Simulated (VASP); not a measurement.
A run of VASP 6.6.1:

INCAR

```
PREC = Accurate ; ENCUT = 600
EDIFF = 1E-6 ; ISMEAR = 0
SIGMA = 0.05 ; LREAL = F
LASPH = T ; NELM = 100
ALGO = Normal ; ISIF = 3
LWAVE = F ; LCHARG = F
GGA = PS ; IBRION = 2
NSW = 80 ; EDIFFG = -0.01
```

File KPOINTS:

```
regular mesh
0
Gamma
  10 10 6
```

Contents of POSCAR:

```
LaF2
1.0
    3.3450635172      0.0000000000      0.0000000000
   -1.6725317586      2.8969099832      0.0000000000
    0.0000000000      0.0000000000      5.3962817117
La F
1 2
Direct
    0.0000000000      0.0000000000      0.0000000000
    0.3333333333      0.6666666667      0.2520000000
    0.6666666667      0.3333333333      0.7480000000
```

Potentials or basis: VASP PAW PBE potentials, release 64 (La, F).

The run is started by

```bash
$ cat potpaw_PBE.64/La/POTCAR potpaw_PBE.64/F/POTCAR > POTCAR
$ mpirun -np 1 vasp_std > vasp.out
```

Hardware: 1 thread of Oxide Virtual Turin-like Processor, with other jobs on the host.

Problem. How long does it take, and how much memory?

Solution. It took 34 min on 1 thread of Oxide Virtual Turin-like Processor, with other jobs on the host, peak memory 0.23 GiB. Counts: scf iterations 218, k points 72, ion steps 29.
